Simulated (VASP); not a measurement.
A run of VASP 6.6.1 is set up as follows.

INCAR

```
ALGO = Fast ; EDIFF = 1E-7
ENCUT = 520 ; GGA = PS
ISIF = 2 ; ISMEAR = 0
LASPH = True ; LCHARG = False
LREAL = False ; LWAVE = False
NBANDS = 12 ; NELM = 100
PREC = Accurate ; SIGMA = 0.15
```

Contents of KPOINTS:

```
k-points
0
Gamma
  20 20 20
```

POSCAR

```
Ag
1.0
   -1.6970453500      1.6970453500      1.7384367000
    1.6970453500     -1.6970453500      1.7384367000
    1.6970453500      1.6970453500     -1.7384367000
Ag
1
Direct
    0.0000000000      0.0000000000      0.0000000000
```

Potentials or basis: VASP PAW PBE potentials, release 64 (Ag).

Launch:

```sh
$ cat potpaw_PBE.64/Ag/POTCAR > POTCAR
$ mpirun -np 1 vasp_std > vasp.out
```

Question: Estimate the pressure.

Answer: -12.3 GPa.

Stress tensor (GPa, compression positive):
```
-12.35   0.00   0.00
  0.00 -12.35   0.00
  0.00   0.00 -12.10
```

Caveat: the cell differs from its parent crystal (strain +0.025 along x and y, +0.050 along z); the PAW data sets were made with another functional, which shifts forces and pressure a little.
